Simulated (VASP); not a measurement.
Crystal: KTaO3.

```
K Ta O
1.0
     3.75313    0.00000    0.00000
     0.00000    3.75313    0.00000
     0.00000    0.00000    4.50376
K Ta O
1 1 3
Cartesian
  1.8766 1.8766 2.2519
  0.0000 0.0000 0.0000
  1.8766 0.0000 0.0000
  0.0000 1.8766 0.0000
  0.0000 0.0000 2.2519
```

This cell differs from its parent crystal: ratio of the length along z to the lengths across it x 1.2, volume and fractional coordinates fixed.

Base run:

```yaml
Program: VASP 6.6.1
Functional: r2SCAN
Potentials_or_basis: VASP PAW PBE potentials, release 64 (K_sv, Ta_pv, O)
Cutoff: 520 eV
k_mesh: 6 × 6 × 6
Occupations: gaussian, width 0.05 eV
Spin: no spin polarisation
```

Its results: band gap on the k mesh 2.19 eV, indirect (least direct gap 2.42 eV); pressure 13.7 GPa.

**Question.** The run is repeated on the same cell with these changes: potentials or basis from VASP PAW PBE potentials, release 64 (K_sv, Ta_pv, O) to VASP PAW PBE potentials, release 64 (K_sv, Ta_sv_GW, O); cutoff from 520 eV to 660 eV; further incar settings from ALGO = Normal; EDIFF = 1e-06; NBANDS = 27 to ALGO = Normal; EDIFF = 1e-06; NBANDS = 28; valence electrons from 38 to 40. What comes out?

**Answer.** Band gap on the k mesh 2.20 eV, indirect (least direct gap 2.43 eV); pressure 12.8 GPa.

Caveats: the PAW data sets were made with another functional, which shifts forces and pressure a little; spin-orbit coupling is left out, which moves the levels of the heavy elements.

A k mesh can miss the band edges.
